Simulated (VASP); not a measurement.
Set up this calculation in VASP 6.6.1, as the native input.

- Task: single point
- Functional: PBE
- Potentials or basis: VASP PAW PBE potentials, release 64 (Bi_d, P)
- Cutoff: 500 eV
- k mesh: 8 × 8 × 6
- Occupations: fermi-dirac, width 0.05 eV
- Spin: no spin polarisation
- Dipole correction: no
- Further INCAR settings: ALGO = Normal; EDIFF = 1e-06; NBANDS = 17

The structure of BiP lies in POSCAR:

```
BiP
1.0
    3.8935753781      0.0000000000      0.0000000000
   -1.9467876890      3.3719351832      0.0000000000
    0.0000000000      0.0000000000      4.5104456776
Bi P
1 1
Direct
    0.0000000000      0.0000000000      0.5000000000
    0.0000000000      0.0000000000      0.0000000000
```

These files were run (other wordings do the same):

INCAR

```
PREC = Accurate ; ENCUT = 500
EDIFF = 1E-6 ; ISMEAR = -1
SIGMA = 0.05 ; LREAL = F
LASPH = T ; NELM = 120
ALGO = Normal ; ISIF = 2
LWAVE = F ; LCHARG = T
GGA = PE ; LELF = T
LVHAR = T ; NBANDS = 17
GGA_COMPAT = F
```

KPOINTS

```
Automatic mesh
0
Gamma
  8 8 6
```

Potentials or basis: VASP PAW PBE potentials, release 64 (Bi_d, P).

Run with:

```bash
$ cat potpaw_PBE.64/Bi_d/POTCAR potpaw_PBE.64/P/POTCAR > POTCAR
$ mpirun -np 1 vasp_std > vasp.out
```

Results of the run:

The pressure is 15.7 GPa and the band gap on the k mesh is zero (bands 10 and 11 overlap by 3.12 eV).

Caveat: the stress differs along the axes, from 1 to 44 GPa; spin-orbit coupling is left out, which moves the levels of the heavy elements; this functional lacks dispersion, which binds layers or chains, so the pressure and a relaxed spacing across them are unreliable.

Run time: 23 s on 1 thread of Intel(R) Xeon(R) Platinum 8375C CPU @ 2.90GHz (Ice Lake) (shared host), peak memory 0.19 GiB.
